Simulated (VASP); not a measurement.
Set up this calculation in VASP 6.6.1, as the native input.

| Quantity | Value |
| --- | --- |
| Task | single point |
| Functional | PBE |
| Potentials or basis | VASP PAW PBE potentials, release 64 (Ta_pv, N) |
| Cutoff | 520 eV |
| k mesh | 24 × 24 × 22 |
| Occupations | gaussian, width 0.15 eV |
| Spin | no spin polarisation |
| Dipole correction | no |
| Further INCAR settings | ALGO = Normal; EDIFF = 1e-07; NBANDS = 15 |

The structure of TaN lies in POSCAR:

```
TaN
1.0
    2.8579303578      0.0000000000      0.0000000000
   -1.4289651789      2.4750402921      0.0000000000
    0.0000000000      0.0000000000      3.0878719003
Ta N
1 1
Direct
    0.3333333333      0.6666666667      0.5000000000
    0.0000000000      0.0000000000      0.0000000000
```

This cell differs from its parent crystal: ratio of the length along z to the lengths across it x 1.1, volume and fractional coordinates fixed.

These files were run (other wordings do the same):

INCAR

```
SYSTEM = TaN
PREC = Accurate
ENCUT = 520
EDIFF = 1E-7
ISMEAR = 0
SIGMA = 0.15
LREAL = .False.
LASPH = .True.
NELM = 60
ALGO = Normal
ISIF = 2
LWAVE = .False.
LCHARG = .False.
GGA = PE
NBANDS = 15
```

KPOINTS

```
Automatic mesh
0
Gamma
  24 24 22
  0 0 0
```

Potentials or basis: VASP PAW PBE potentials, release 64 (Ta_pv, N).

Launch:

```sh
$ cat potpaw_PBE.64/Ta_pv/POTCAR potpaw_PBE.64/N/POTCAR > POTCAR
$ mpirun -np 1 vasp_std > vasp.out
```

It gave:

```yaml
Pressure: 0.1 GPa
Band_gap_on_the_k_mesh: zero (bands 8 and 9 overlap by 0.40 eV)
```

Caveat: spin-orbit coupling is left out, which moves the levels of the heavy elements.

It took 2.5 min on 1 thread of Intel(R) Xeon(R) 6975P-C (Granite Rapids) (shared host), peak memory 0.35 GiB.
